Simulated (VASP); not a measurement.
Sb:

```
Sb
1.0
     3.16000    0.00000    0.00000
     0.00000    3.16000    0.00000
     0.00000    0.00000    3.16000
Sb
1
Direct
  0.00000 0.00000 0.00000
```

| Item | Value |
| --- | --- |
| Program | VASP 6.6.1 |
| Task | relaxation of cell and atoms |
| Functional | HSE06 |
| Potentials or basis | VASP PAW PBE potentials, release 64 (Sb) |
| Cutoff | 600 eV |
| k mesh | 4 × 4 × 4 |
| Occupations | fermi-dirac, width 0.05 eV |
| Spin | no spin polarisation |

At the start: pressure -6.3 GPa; volume 31.55 Å³/atom.

How do energy, volume and symmetry change on relaxing?

Over 3 steps the energy falls by 81.5 meV/atom and the volume is 27.92 Å³/atom (-11.5 %); space group Pm-3m (No. 221, to 0.05 Å).

Step by step:
| step | energy change (eV) | largest force (eV/Å) | pressure (GPa) | volume (Å³) |
| --- | --- | --- | --- | --- |
| 1 | 0.0000 | 0.0000 | -6.34 | 31.55 |
| 2 | -0.0555 | 0.0000 | 5.18 | 26.19 |
| 3 | -0.0815 | 0.0000 | -0.01 | 27.92 |

Final structure:
```
Sb
1.0
     3.03369    0.00000    0.00000
     0.00000    3.03369    0.00000
     0.00000    0.00000    3.03369
Sb
1
Direct
  0.00000 0.00000 0.00000
```

Caveat: the k points lie up to 0.52 Å⁻¹ apart in the final cell; the PAW data sets were made with another functional, which shifts forces and pressure a little; the volume moved by -12 % from the deposited cell, more than functionals usually miss.
